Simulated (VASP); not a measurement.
# CuO (Pm-3m) in VASP: a series of runs

Runs on CuO. Level: LDA+U. Tasks: single point.

Program: VASP 6.6.1. These are calculated values, not measurements. Logs are shortened: lines on timing, memory, paths and dates and some standing lists are left out, and cuts for length are marked.

### Step 1. The cell of the first run

The structure is cubic, space group Pm-3m (No. 221). The conventional cell has a = 2.553 Å, b = 2.553 Å, c = 2.553 Å, α = 90.00°, β = 90.00°, γ = 90.00°. Within 2.9 Å of Cu (site symmetry m-3m) lie 8 O at 2.21 Å and 6 Cu at 2.55 Å. Within 2.9 Å of O (site symmetry m-3m) lie 8 Cu at 2.21 Å and 6 O at 2.55 Å.

### Step 2. Single point, LDA+U, collinear spin

File INCAR:

```
SYSTEM = CuO
ALGO = Normal
EDIFF = 1E-6
ENCUT = 1340
GGA = CA
GGA_COMPAT = .False.
ISIF = 2
ISMEAR = 0
ISPIN = 2
LASPH = .True.
LCHARG = .True.
LDAU = .True.
LDAUJ = 0 0
LDAUL = 2 -1
LDAUPRINT = 1
LDAUTYPE = 2
LDAUU = 8 0
LELF = .True.
LMAXMIX = 4
LORBIT = 11
LREAL = .False.
LVHAR = .True.
LWAVE = .False.
MAGMOM = 1 0
NBANDS = 24
NELM = 200
PREC = Accurate
SIGMA = 0.05
```

File KPOINTS:

```
k-points
0
Gamma
  7 7 7
  0 0 0
```

File POSCAR:

```
CuO
1.0
    2.5525506100      0.0000000000      0.0000000000
    0.0000000000      2.5525506100      0.0000000000
    0.0000000000      0.0000000000      2.5525506100
Cu O
1 1
Direct
    0.0000000000      0.0000000000      0.0000000000
    0.5000000000      0.5000000000      0.5000000000
```

Potentials or basis: VASP PAW LDA potentials, release 64 (Cu_sv_GW, O_h).

Run with:

```sh
> cat potpaw_LDA.64/Cu_sv_GW/POTCAR potpaw_LDA.64/O_h/POTCAR > POTCAR
> mpirun -np 1 vasp_std > vasp.out
```

OUTCAR:

```text
SYSTEM = CuO
   EDIFF = 1E-6
   ENCUT = 1340
   GGA = CA
   ISIF = 2
   ISMEAR = 0
   ISPIN = 2
   LASPH = .True.
   LORBIT = 11
   LREAL = .False.
   NELM = 200
   PREC = Accurate

 ion  position               nearest neighbor table
   1  0.000  0.000  0.000-
   2  0.500  0.500  0.500-

  LATTYP: Found a simple cubic cell.
 ALAT       =     2.5525506100

  Lattice vectors:

 A1 = (   2.5525506100,   0.0000000000,   0.0000000000)
 A2 = (   0.0000000000,   2.5525506100,   0.0000000000)
 A3 = (   0.0000000000,   0.0000000000,   2.5525506100)

Analysis of symmetry for initial positions (statically):
=====================================================================
 Subroutine PRICEL returns:
 Original cell was already a primitive cell.

 Routine SETGRP: Setting up the symmetry group for a
 simple cubic supercell.

 Subroutine GETGRP returns: Found 48 space group operations
 (whereof 48 operations were pure point group operations)
 out of a pool of 48 trial point group operations.

The static configuration has the point symmetry O_h .

Analysis of symmetry for dynamics (positions and initial velocities):
=====================================================================
 Subroutine PRICEL returns:
 Original cell was already a primitive cell.

 Routine SETGRP: Setting up the symmetry group for a
 simple cubic supercell.

 Subroutine GETGRP returns: Found 48 space group operations
 (whereof 48 operations were pure point group operations)
 out of a pool of 48 trial point group operations.

The dynamic configuration has the point symmetry O_h .

Analysis of structural, dynamic, and magnetic symmetry:
=====================================================================
 Subroutine PRICEL returns:
 Original cell was already a primitive cell.

 Routine SETGRP: Setting up the symmetry group for a
 simple cubic supercell.

 Subroutine GETGRP returns: Found 48 space group operations
 (whereof 48 operations were pure point group operations)
 out of a pool of 48 trial point group operations.

The overall configuration has the point symmetry O_h .

[... 162 lines left out ...]
  o =  0.9392  v =  0.0000  0.0000 -0.8089 -0.0000  0.5879  0.0000  0.0000  0.0000  0.0000  0.0000      0.0000  0.0000  0.0000  0.0000  0.0000  0.0000  0.0000  0.0000  0.0000  0.0000
  o =  0.9392  v =  0.0000  0.0000  0.5879 -0.0000  0.8089  0.0000  0.0000  0.0000  0.0000  0.0000      0.0000  0.0000  0.0000  0.0000  0.0000  0.0000  0.0000  0.0000  0.0000  0.0000
  o =  0.9670  v =  0.0000 -0.9713  0.0000 -0.2378  0.0000  0.0000  0.0000  0.0000  0.0000  0.0000      0.0000  0.0000  0.0000  0.0000  0.0000  0.0000  0.0000  0.0000  0.0000  0.0000
  o =  0.9670  v =  1.0000  0.0000  0.0000  0.0000  0.0000  0.0000  0.0000  0.0000  0.0000  0.0000      0.0000  0.0000  0.0000  0.0000  0.0000  0.0000  0.0000  0.0000  0.0000  0.0000
  o =  0.9670  v =  0.0000  0.2378 -0.0000 -0.9713 -0.0000  0.0000  0.0000  0.0000  0.0000  0.0000      0.0000  0.0000  0.0000  0.0000  0.0000  0.0000  0.0000  0.0000  0.0000  0.0000

 number of electron      24.9999996 magnetization       0.9999688

 Free energy of the ion-electron system (eV)
  ---------------------------------------------------
  ext. energy  EPLUGINS =         0.00000000
  ---------------------------------------------------
  free energy    TOTEN  =        -7.31795922 eV

  energy without entropy =       -7.31616437  energy(sigma->0) =       -7.31706179

 E-fermi :   6.9707     XC(G=0): -14.2736

 val. band max:        6.9700196707   @ k =   0.4286   0.4286   0.4286
 cond. band min:       6.9808784072   @ k =   0.4286   0.1429   0.0000
 fundamental gap:      0.0108587366
 Fermi energy:         6.9706881097

 spin component 1

 k-point     1 :       0.0000    0.0000    0.0000
  band No.  band energies     occupation
      1    -101.9076      1.00000
      2     -59.9011      1.00000
      3     -59.9011      1.00000
      4     -59.9011      1.00000
      5     -12.8554      1.00000
      6       2.1060      1.00000
[... 529 lines left out ...]
     23      50.7010      0.00000
     24      52.4462      0.00000
 Fermi energy:         6.9706881097

 spin component 2

 k-point     1 :       0.0000    0.0000    0.0000
  band No.  band energies     occupation
      1    -101.4265      1.00000
      2     -59.4380      1.00000
      3     -59.4380      1.00000
      4     -59.4380      1.00000
      5     -12.0574      1.00000
      6       2.3747      1.00000
[... 529 lines left out ...]
     23      50.8522      0.00000
     24      52.8041      0.00000

------------------------ aborting loop because EDIFF is reached ----------------------------------------

  FORCE on cell =-STRESS in cart. coord.  units (eV):
  Direction    XX          YY          ZZ          XY          YZ          ZX
  --------------------------------------------------------------------------------------
  -------------------------------------------------------------------------------------
  Total       -0.0707960     -0.0707960     -0.0707960      0.0000000      0.0000000     -0.0000000
  in kB       -6.8201841     -6.8201841     -6.8201841      0.0000000      0.0000000     -0.0000000
  external PRESSURE =      -6.8201841 kB  Pullay stress =       0.0000000 kB

 VOLUME and BASIS-vectors are now :
 -----------------------------------------------------------------------------
  energy-cutoff  :     1340.00
  volume of cell :       16.63
      direct lattice vectors                 reciprocal lattice vectors
     2.552550610  0.000000000  0.000000000     0.391765004  0.000000000  0.000000000
     0.000000000  2.552550610  0.000000000     0.000000000  0.391765004  0.000000000
     0.000000000  0.000000000  2.552550610     0.000000000  0.000000000  0.391765004

 POSITION                                       TOTAL-FORCE (eV/Angst)
 -----------------------------------------------------------------------------------
      0.00000      0.00000      0.00000         0.000000      0.000000      0.000000
      1.27628      1.27628      1.27628         0.000000      0.000000      0.000000
 -----------------------------------------------------------------------------------
    total drift:                                0.000000     -0.000000     -0.000000

  FREE ENERGIE OF THE ION-ELECTRON SYSTEM (eV)
  ---------------------------------------------------
  free  energy   TOTEN  =        -7.3179592161 eV

  energy  without entropy=       -7.3161643731  energy(sigma->0) =       -7.31706179

 total charge

# of ion       s       p       d       f       tot
--------------------------------------------------
    1        2.174   6.296   9.129   0.008  17.607
    2        1.070   2.217   0.000   0.000   3.288
--------------------------------------------------
tot          3.245   8.513   9.129   0.008  20.894

 magnetization (x)

# of ion       s       p       d       f       tot
--------------------------------------------------
    1       -0.010  -0.012   0.400   0.001   0.378
    2        0.008   0.426   0.000   0.000   0.434
--------------------------------------------------
tot         -0.003   0.414   0.400   0.001   0.812
```

OSZICAR:

```text
N       E                     dE             d eps       ncg     rms          rms(c)
DAV:   1     0.458141515404E+03    0.45814E+03   -0.24693E+04  2840   0.633E+03
DAV:   2     0.208253258481E+02   -0.43732E+03   -0.41249E+03  3064   0.116E+03
DAV:   3    -0.804027841457E+01   -0.28866E+02   -0.28549E+02  3016   0.279E+02
DAV:   4    -0.849426222699E+01   -0.45398E+00   -0.45386E+00  2696   0.243E+01
DAV:   5    -0.850773731961E+01   -0.13475E-01   -0.13474E-01  2544   0.407E+00    0.892E+00
DAV:   6    -0.831551855789E+01    0.19222E+00   -0.82959E+00  3408   0.192E+02    0.105E+01
DAV:   7    -0.728588301017E+01    0.10296E+01   -0.40724E+00  2824   0.143E+02    0.238E+00
DAV:   8    -0.731857428690E+01   -0.32691E-01   -0.23781E-01  2840   0.913E+00    0.911E-01
DAV:   9    -0.731800626459E+01    0.56802E-03   -0.24648E-02  3128   0.455E+00    0.570E-01
DAV:  10    -0.731747230784E+01    0.53396E-03   -0.62029E-03  3008   0.405E+00    0.238E-01
DAV:  11    -0.731801705046E+01   -0.54474E-03   -0.52408E-04  3056   0.529E-01    0.109E-01
DAV:  12    -0.731797108543E+01    0.45965E-04   -0.66315E-04  3040   0.145E+00    0.655E-02
DAV:  13    -0.731796549939E+01    0.55860E-05   -0.37514E-05  3096   0.267E-01    0.364E-02
DAV:  14    -0.731795890797E+01    0.65914E-05   -0.34267E-05  2880   0.273E-01    0.352E-03
DAV:  15    -0.731795921610E+01   -0.30813E-06   -0.12103E-06  1792   0.340E-02
   1 F= -.73179592E+01 E0= -.73170618E+01  d E =-.179484E-02  mag=     0.9998
```

Wall time 32 s (1 thread of Intel Xeon 6975P-C (Granite Rapids), shared host); peak memory 0.21 GiB.

Results:

```yaml
Free_energy: -7.3180 eV
Pressure: -0.7 GPa
Band_gap_on_the_k_mesh: zero (filled and empty bands overlap)
Net_moment: 1.00 μB per cell
Site_moments: Cu +0.38; O +0.43 μB
Valence_electrons_inside_the_program's_atomic_spheres: Cu 17.61; O 3.29
```

Levels at points of the mesh, in eV from the Fermi level:
Spin up:
| k point | band 11 | band 12 | band 13 | band 14 | band 15 | band 16 |
| --- | --- | --- | --- | --- | --- | --- |
| (0.00, 0.00, 0.00) | -2.22 | -2.22 | -2.22 | 1.99 | 16.16 | 16.16 |
Spin down:
| k point | band 9 | band 10 | band 11 | band 12 | band 13 | band 14 | band 15 | band 16 |
| --- | --- | --- | --- | --- | --- | --- | --- | --- |
| (0.00, 0.00, 0.00) | -1.83 | -1.83 | -1.23 | -1.23 | -1.23 | 2.36 | 16.30 | 16.30 |

Eigenvalues of the final occupation matrices:
```tsv
site	spin	trace	eigenvalues
site 1 d	1	4.78	0.94 0.94 0.97 0.97 0.97
site 1 d	2	4.38	0.84 0.84 0.84 0.94 0.94
```

Caveat: a cell with one magnetic atom can't hold antiferromagnetic order, which such compounds often take.

### Step 3. Single point, LDA+U, collinear spin, zero start

File INCAR:

```
SYSTEM = CuO
  ALGO = Normal
  EDIFF = 1E-6
  ENCUT = 820
  GGA_COMPAT = .FALSE.
  ISIF = 2
  ISMEAR = 0
  ISPIN = 2
  LASPH = .TRUE.
  LCHARG = .FALSE.
  LDAU = .TRUE.
  LDAUJ = 0 0
  LDAUL = 2 -1
  LDAUPRINT = 1
  LDAUTYPE = 2
  LDAUU = 8 0
  LMAXMIX = 4
  LORBIT = 11
  LREAL = .FALSE.
  LWAVE = .FALSE.
  MAGMOM = 0 0
  NBANDS = 24
  NELM = 200
  NUPDOWN = 0.0
  PREC = Accurate
  SIGMA = 0.05
```

File KPOINTS:

```
k-points
0
G
  7 7 7
  0 0 0
```

POSCAR is that of step 2.

Potentials or basis: VASP PAW LDA potentials, release 64 (Cu_sv_GW, O).

Run with:

```sh
> cat potpaw_LDA.64/Cu_sv_GW/POTCAR potpaw_LDA.64/O/POTCAR > POTCAR
> mpirun -np 1 vasp_std > vasp.out
```

Run time: 23 s. Hardware: 1 thread of Intel Xeon Platinum 8375C at 2.90GHz (Ice Lake), shared host; peak memory 0.16 GiB.

Results (log left out):

```
Free energy                                           : -7.1798 eV
Pressure                                              : -5.7 GPa
Net moment                                            : 0.00 μB per cell
Valence electrons inside the program's atomic spheres : Cu 17.61; O 4.85
```

Eigenvalues of the final occupation matrices:
| site | spin | trace | eigenvalues |
| --- | --- | --- | --- |
| site 1 d | 1 | 4.58 | 0.90 0.90 0.90 0.94 0.94 |
| site 1 d | 2 | 4.58 | 0.90 0.90 0.90 0.94 0.94 |

Caveat: the cell stands under tension; the total moment is fixed, so each spin has its own Fermi level.

### Step 4. Single point, LDA+U, collinear spin, ferromagnetic start

File INCAR:

```
PREC = Accurate
ENCUT = 820
EDIFF = 1E-6
ISMEAR = 0
SIGMA = 0.05
LREAL = False
LASPH = True
NELM = 200
ALGO = Normal
ISIF = 2
LWAVE = False
LCHARG = True
ISPIN = 2
MAGMOM = 0.28 0.73
LORBIT = 11
LMAXMIX = 4
LDAU = True
LDAUTYPE = 2
LDAUL = 2 -1
LDAUU = 8 0
LDAUJ = 0 0
LDAUPRINT = 1
GGA = CA
LELF = True
LVHAR = True
NBANDS = 24
GGA_COMPAT = False
```

File KPOINTS:

```
Automatic mesh
0
Gamma
  7 7 7
```

POSCAR is that of step 3.

Potentials or basis: VASP PAW LDA potentials, release 64 (Cu_sv_GW, O).

Run with:

```sh
> cat potpaw_LDA.64/Cu_sv_GW/POTCAR potpaw_LDA.64/O/POTCAR > POTCAR
> mpirun -np 1 vasp_std > vasp.out
```

OUTCAR:

```text
PREC = Accurate
   ENCUT = 820
   EDIFF = 1E-6
   ISMEAR = 0
   LREAL = False
   LASPH = True
   NELM = 200
   ISIF = 2
   ISPIN = 2
   LORBIT = 11
   GGA = CA

 ion  position               nearest neighbor table
   1  0.000  0.000  0.000-   2 2.21   2 2.21   2 2.21   2 2.21   2 2.21   2 2.21   2 2.21   2 2.21

   2  0.500  0.500  0.500-   1 2.21   1 2.21   1 2.21   1 2.21   1 2.21   1 2.21   1 2.21   1 2.21

  LATTYP: Found a simple cubic cell.
 ALAT       =     2.5525506100

  Lattice vectors:

 A1 = (   2.5525506100,   0.0000000000,   0.0000000000)
 A2 = (   0.0000000000,   2.5525506100,   0.0000000000)
 A3 = (   0.0000000000,   0.0000000000,   2.5525506100)

Analysis of symmetry for initial positions (statically):
=====================================================================
 Subroutine PRICEL returns:
 Original cell was already a primitive cell.

 Routine SETGRP: Setting up the symmetry group for a
[... 773 lines left out ...]
      5     -12.5288      1.00000
      6       1.9020      1.00000
[... 529 lines left out ...]
     23      50.3997      0.00000
     24      52.3780      0.00000

------------------------ aborting loop because EDIFF is reached ----------------------------------------

  FORCE on cell =-STRESS in cart. coord.  units (eV):
  Direction    XX          YY          ZZ          XY          YZ          ZX
  --------------------------------------------------------------------------------------
  -------------------------------------------------------------------------------------
  Total       -0.1031453     -0.1031453     -0.1031453     -0.0000000      0.0000000      0.0000000
  in kB       -9.9365837     -9.9365837     -9.9365837     -0.0000000      0.0000000      0.0000000
  external PRESSURE =      -9.9365837 kB  Pullay stress =       0.0000000 kB

 VOLUME and BASIS-vectors are now :
 -----------------------------------------------------------------------------
  energy-cutoff  :      820.00
  volume of cell :       16.63
      direct lattice vectors                 reciprocal lattice vectors
     2.552550610  0.000000000  0.000000000     0.391765004  0.000000000  0.000000000
     0.000000000  2.552550610  0.000000000     0.000000000  0.391765004  0.000000000
     0.000000000  0.000000000  2.552550610     0.000000000  0.000000000  0.391765004

 POSITION                                       TOTAL-FORCE (eV/Angst)
 -----------------------------------------------------------------------------------
      0.00000      0.00000      0.00000         0.000000      0.000000      0.000000
      1.27628      1.27628      1.27628         0.000000      0.000000      0.000000
 -----------------------------------------------------------------------------------
    total drift:                                0.000000      0.000000      0.000000

  FREE ENERGIE OF THE ION-ELECTRON SYSTEM (eV)
  ---------------------------------------------------
  free  energy   TOTEN  =        -7.3200924118 eV

  energy  without entropy=       -7.3183000380  energy(sigma->0) =       -7.31919622

 total charge

# of ion       s       p       d       f       tot
--------------------------------------------------
    1        2.174   6.300   9.129   0.008  17.612
    2        1.583   3.269   0.000   0.000   4.852
--------------------------------------------------
tot          3.758   9.569   9.129   0.008  22.464

 magnetization (x)

# of ion       s       p       d       f       tot
--------------------------------------------------
    1       -0.010  -0.012   0.400   0.001   0.378
    2        0.005   0.579   0.000   0.000   0.584
--------------------------------------------------
tot         -0.006   0.566   0.400   0.001   0.961
```

stdout:

```text
POSCAR found type information on POSCAR CuO
 POSCAR found :  2 types and       2 ions
 scaLAPACK will be used
 LDA part: xc-table for (Slater(with rela. corr.)+CA(PZ))
 , standard interpolation
 POSCAR, INCAR and KPOINTS ok, starting setup
 FFT: planning ... GRIDC
 FFT: planning ... GRID_SOFT
 FFT: planning ... GRID
 WAVECAR not read
 entering main loop
```

It took 16 s on 1 thread of Intel Xeon Platinum 8488C (Sapphire Rapids), shared host; peak memory 0.16 GiB.

What came out:

| Item | Value |
| --- | --- |
| Free energy | -7.3201 eV |
| Pressure | -1.0 GPa |
| Band gap on the k mesh | zero (filled and empty bands overlap) |
| Net moment | 1.00 μB per cell |
| Site moments | Cu +0.38; O +0.58 μB |
| Valence electrons inside the program's atomic spheres | Cu 17.61; O 4.85 |

Eigenvalues of the final occupation matrices:
| site | spin | trace | eigenvalues |
| --- | --- | --- | --- |
| site 1 d | 1 | 4.78 | 0.94 0.94 0.97 0.97 0.97 |
| site 1 d | 2 | 4.38 | 0.84 0.84 0.84 0.94 0.94 |

Caveat: a cell with one magnetic atom can't hold antiferromagnetic order, which such compounds often take. The state reached can hang on the start; a lower one may exist.

### Step 5. Single point, LDA+U, collinear spin

File INCAR:

```
SYSTEM = CuO
PREC = Accurate
ENCUT = 820
EDIFF = 1E-6
ISMEAR = 0
SIGMA = 0.05
LREAL = .FALSE.
LASPH = .TRUE.
NELM = 200
ALGO = Normal
ISIF = 2
LWAVE = .FALSE.
LCHARG = .FALSE.
ISPIN = 2
MAGMOM = 1 0
LORBIT = 11
LMAXMIX = 4
LDAU = .TRUE.
LDAUTYPE = 2
LDAUL = 2 -1
LDAUU = 8 0
LDAUJ = 0 0
LDAUPRINT = 1
NBANDS = 24
GGA_COMPAT = .FALSE.
```

File KPOINTS:

```
regular mesh
0
G
  7 7 7
  0 0 0
```

POSCAR is that of step 4.

Run with:

```sh
> cat potpaw_LDA.64/Cu_sv_GW/POTCAR potpaw_LDA.64/O/POTCAR > POTCAR
> mpirun -np 1 vasp_std > vasp.out
```

It took 23 s on 1 thread of AMD EPYC 7R13 (Zen 3), shared host; peak memory 0.13 GiB.

Results (log left out):

```
Free energy                                           : -7.3201 eV
Pressure                                              : -1.3 GPa
Band gap on the k mesh                                : zero (filled and empty bands overlap)
Net moment                                            : 1.00 μB per cell
Site moments                                          : Cu +0.38; O +0.58 μB
Valence electrons inside the program's atomic spheres : Cu 17.61; O 4.85
```

Levels at points of the mesh, in eV from the Fermi level:
Spin up:
```
           k point  band 10  band 11  band 12  band 13  band 14  band 15  band 16  band 17
(0.00, 0.00, 0.00)    -3.33    -2.22    -2.22    -2.22     1.99    16.16    16.16    21.54
```
Spin down:
```csv
k point,band 9,band 10,band 11,band 12,band 13,band 14,band 15,band 16
"(0.00, 0.00, 0.00)",-1.83,-1.83,-1.23,-1.23,-1.23,2.36,16.31,16.31
```

Eigenvalues of the final occupation matrices:
```tsv
site	spin	trace	eigenvalues
site 1 d	1	4.78	0.94 0.94 0.97 0.97 0.97
site 1 d	2	4.38	0.84 0.84 0.84 0.94 0.94
```

Caveat: a cell with one magnetic atom can't hold antiferromagnetic order, which such compounds often take.

### Step 6. The runs side by side

| potentials or basis | spin | fixed moment (μB) | cutoff (eV) | gap on the mesh (eV) | pressure (GPa) | moment (μB) |
| --- | --- | --- | --- | --- | --- | --- |
| VASP PAW LDA potentials, release 64 (Cu_sv_GW, O_h) | collinear | - | 1340 | none | -0.7 | 1.00 |
| VASP PAW LDA potentials, release 64 (Cu_sv_GW, O) | collinear, zero start | 0.0 | 820 | - | -5.7 | 0.00 |
| VASP PAW LDA potentials, release 64 (Cu_sv_GW, O) | collinear, ferromagnetic start | - | 820 | none | -1.0 | 1.00 |
| VASP PAW LDA potentials, release 64 (Cu_sv_GW, O) | collinear | - | 820 | none | -1.3 | 1.00 |

Alike in all rows: task single point; level LDA+U; Cu d U = 8.0 eV; cell as given; k mesh 7 × 7 × 7; smearing gaussian 0.05 eV.

Caveats: a cell with one magnetic atom can't hold antiferromagnetic order, which such compounds often take (at least some runs); the cell stands under tension (at least some runs); the total moment is fixed, so each spin has its own Fermi level (at least some runs).

Absolute energies hang on the potentials; compare differences alone.
